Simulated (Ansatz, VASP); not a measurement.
**One calculation of Co, two programs**

INCAR

```
  PREC = Accurate
  ENCUT = 520
  EDIFF = 1E-6
  ISMEAR = -1
  SIGMA = 0.05
  LREAL = False
  LASPH = True
  NELM = 150
  ALGO = Normal
  ISIF = 2
  LWAVE = False
  LCHARG = False
  ISPIN = 2
  MAGMOM = 2 2 2 2
  LORBIT = 11
  LMAXMIX = 4
  NBANDS = 30
```

Contents of KPOINTS:

```
regular mesh
0
Gamma
  12 12 4
```

File POSCAR:

```
Co
1.0
    2.4201280013      0.0000000000      0.0000000000
   -1.2100640007      2.0958923296      0.0000000000
    0.0000000000      0.0000000000      7.9231214745
Co
4
Direct
    0.6666666667      0.3333333333      0.7500000000
    0.0000000000      0.0000000000      0.5000000000
    0.3333333333      0.6666666667      0.2500000000
    0.0000000000      0.0000000000      0.0000000000
```

Contents of input.yaml:

```yaml
crystal:
  lattice:
    - [2.4201280013, 0.0, 0.0]
    - [-1.2100640007, 2.0958923296, 0.0]
    - [0.0, 0.0, 7.9231214745]
  atoms:
    - { symbol: Co, position: [0.6666666667, 0.3333333333, 0.75], spin: 2.0 }
    - { symbol: Co, position: [0.0, 0.0, 0.5], spin: 2.0 }
    - { symbol: Co, position: [0.3333333333, 0.6666666667, 0.25], spin: 2.0 }
    - { symbol: Co, position: [0.0, 0.0, 0.0], spin: 2.0 }
kpoints:
  mp_grid: { grid: [12, 12, 4] }
scf:
  occupations: { method: fermi_dirac, width: 0.05 }
hamiltonian:
  xc: lda
  pseudopotentials: { kind: all_electron, lapw: { basis_error: 0.002 } }
magnetization:
  spin_polarized: true
output:
  forces: true
  stress: true
  eigenvalues: true
```

Change from the starting cell: volume scaled by 0.94.

Alike in both runs: task single point; functional LDA; k mesh 12 × 12 × 4; occupations fermi-dirac, width 0.05 eV; collinear spin.

|  | VASP | Ansatz |
| --- | --- | --- |
| version | VASP 6.6.1 | Ansatz 0.2.0 |
| potentials or method | VASP PAW LDA potentials, release 64 (Co), cutoff 520 eV | all-electron LAPW, scalar-relativistic |

```tsv
	VASP	Ansatz	Ansatz less VASP
gap on the k mesh at the Fermi level (eV)	none	none	-
pressure (GPa)	-1.9	-0.9	+0.95
traceless stress, the component that is largest in VASP (GPa)	-2.22	-2.38	-0.159
net moment per atom (μB)	1.49	1.51	+0.025
size of the moment on the site where the two differ most (μB)	1.49	1.56	+0.066
```

LDA's correlation is that of Perdew and Zunger in VASP and of Perdew and Wang (1992) in Ansatz. Site moments also hang on the region over which each program counts them. A gap of «none» marks a metal or a gap that the smearing closes. Ansatz ran all-electron here, and VASP with PAW potentials.
